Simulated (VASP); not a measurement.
A run of VASP 6.6.1 is set up as follows.

File POSCAR:

```
Ti2O
1.0
    2.9193980238      0.0000000000      0.0000000000
   -1.4596990119      2.5282728524      0.0000000000
    0.0000000000      0.0000000000      4.7130000000
Ti O
2 1
Direct
    0.6666666667      0.3333333333      0.2787400000
    0.3333333333      0.6666666667      0.7212600000
    0.0000000000      0.0000000000      0.0000000000
```

Contents of INCAR.step1:

```
SYSTEM = Ti2O
PREC     = Accurate       ! precision mode
ENCUT    = 910            ! plane-wave cutoff, eV
ISMEAR   = 0              ! smearing method
SIGMA    = 0.1            ! smearing width, eV
LREAL    = .FALSE.        ! projectors in reciprocal space
LASPH    = .TRUE.         ! aspherical terms in the spheres
NELM     = 200            ! most SCF steps
ISPIN    = 2              ! spin polarisation
MAGMOM   = 1 1 0          ! initial moments
LMAXMIX  = 4              ! l up to which the mixer works
NBANDS   = 26             ! bands
GGA      = PE             ! functional
ALGO     = Normal         ! electronic algorithm
EDIFF    = 1E-5           ! SCF threshold, eV
LWAVE    = .TRUE.         ! write WAVECAR
LCHARG   = .FALSE.        ! write CHGCAR
GGA_COMPAT= .FALSE.
```

INCAR.step2

```
SYSTEM = Ti2O
PREC     = Accurate       ! precision mode
ENCUT    = 910            ! plane-wave cutoff, eV
EDIFF    = 1E-6           ! SCF threshold, eV
ISMEAR   = 0              ! smearing method
SIGMA    = 0.1            ! smearing width, eV
LREAL    = .FALSE.        ! projectors in reciprocal space
LASPH    = .TRUE.         ! aspherical terms in the spheres
NELM     = 200            ! most SCF steps
ALGO     = Normal         ! electronic algorithm
ISIF     = 2              ! what is computed and relaxed
LWAVE    = .FALSE.        ! write WAVECAR
LCHARG   = .TRUE.         ! write CHGCAR
ISPIN    = 2              ! spin polarisation
MAGMOM   = 1 1 0          ! initial moments
LORBIT   = 11             ! projections on sites
LMAXMIX  = 4              ! l up to which the mixer works
METAGGA  = R2SCAN         ! meta-GGA
LMIXTAU  = .TRUE.       
LELF     = .TRUE.         ! ELF
LVHAR    = .TRUE.       
NBANDS   = 26             ! bands
ISTART   = 1            
GGA_COMPAT= .FALSE.
```

Contents of KPOINTS:

```
regular mesh
0
G
  6 6 4
  0 0 0
```

Potentials or basis: VASP PAW PBE potentials, release 64 (Ti_sv, O_h).

Run with:

```sh
$ cat potpaw_PBE.64/Ti_sv/POTCAR potpaw_PBE.64/O_h/POTCAR > POTCAR
$ cp INCAR.step1 INCAR
$ mpirun -np 1 vasp_std > vasp.out
$ cp INCAR.step2 INCAR
$ mpirun -np 1 vasp_std > vasp.out
```

(1) What does it give for the net moment?

(2) What does it give for the pressure?

## Answers

(1) 0.00 μB per cell.

(2) 10.2 GPa.

Caveat: the k points lie up to 0.41 Å⁻¹ apart, too coarse for converged energies and pressures of a metal; the cutoff is under 1.25 times the usual one of these potentials, so pressure, stress and relaxed cells hold a basis-set (Pulay) error; the PAW data sets were made with another functional, which shifts forces and pressure a little.
